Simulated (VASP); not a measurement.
Write the native input for VASP 6.6.1 that does the following.

```yaml
Task: single point
Functional: PBE
Potentials_or_basis: VASP PAW PBE potentials, release 64 (As, B)
Cutoff: 520 eV
k_mesh: 1 × 1 × 1, shifted
Occupations: fermi-dirac, width 0.05 eV
Spin: no spin polarisation
Dipole_correction: no
Further_INCAR_settings: LREAL = Auto; ALGO = Normal; EDIFF = 1e-06; NBANDS = 60; ISYM = 0
```

The structure of B15As8 lies in POSCAR:

```
B15As8
1.0
    6.7523970000     -0.0821590000     -0.0565340000
   -0.0821590000      6.5439730000      0.0455560000
   -0.0565340000      0.0455560000      7.1307640000
As B
8 15
Direct
    0.6886617162     -0.0134899080      0.7142714789
    0.3642972519      0.7551017748      0.4405714120
    0.6646948861      0.2335317399      0.0226592955
    0.8200483799      0.8935787537      0.3819061662
    0.1063156228      0.1949594064      0.7262642371
    0.1102513691      0.1676388811      0.3712097321
    0.4256422963      0.2103067298      0.5682628857
    0.6369877330      0.5195054326      0.4919165569
    0.5899470104      0.7262816506      0.8365735533
    0.5523670420      0.5587358390      0.1763253907
    0.7298924280      0.7188653689      0.0429508125
    0.8066754406      0.4842578985      0.1274044039
    0.1850676318      0.8181985078      1.0438806785
    1.0201051310      0.4907661683      0.7837225128
    0.7883887550      0.5200060613      0.8791291331
    0.4046534442      0.7413452242     -0.0067654806
    0.0553010898      0.5590177142      1.0279579833
    0.2869797005      0.6035886638      0.1914357319
    0.1291409815      0.6734370306      0.6281576222
    0.9331787348      0.8721332697      0.0708899388
    0.2020876658      0.6642412270      0.8511648472
    0.9683899832      0.6082699423      0.4399612179
    0.0330794245      0.4565927484      0.2578838078
```

One way to write it, as run:

INCAR

```
  ALGO = Normal
  EDIFF = 1E-6
  ENCUT = 520
  GGA = PE
  ISIF = 2
  ISMEAR = -1
  ISYM = 0
  LASPH = True
  LCHARG = False
  LREAL = Auto
  LWAVE = False
  NBANDS = 60
  NELM = 80
  PREC = Accurate
  SIGMA = 0.05
```

KPOINTS

```
Automatic mesh
0
Gamma
  1 1 1
  0.25 0.25 0.25
```

Potentials or basis: VASP PAW PBE potentials, release 64 (As, B).

Run with:

```sh
$ cat potpaw_PBE.64/As/POTCAR potpaw_PBE.64/B/POTCAR > POTCAR
$ mpirun -np 1 vasp_std > vasp.out
```

It gave:

```json
{
 "Pressure": "-1.9 GPa",
 "Largest force": "1.867 eV/Å"
}
```

Caveat: the k points lie up to 0.96 Å⁻¹ apart.

Wall time 53 s on 1 thread of AMD EPYC 7R13 Processor (Zen 3) (shared host), peak memory 0.29 GiB.
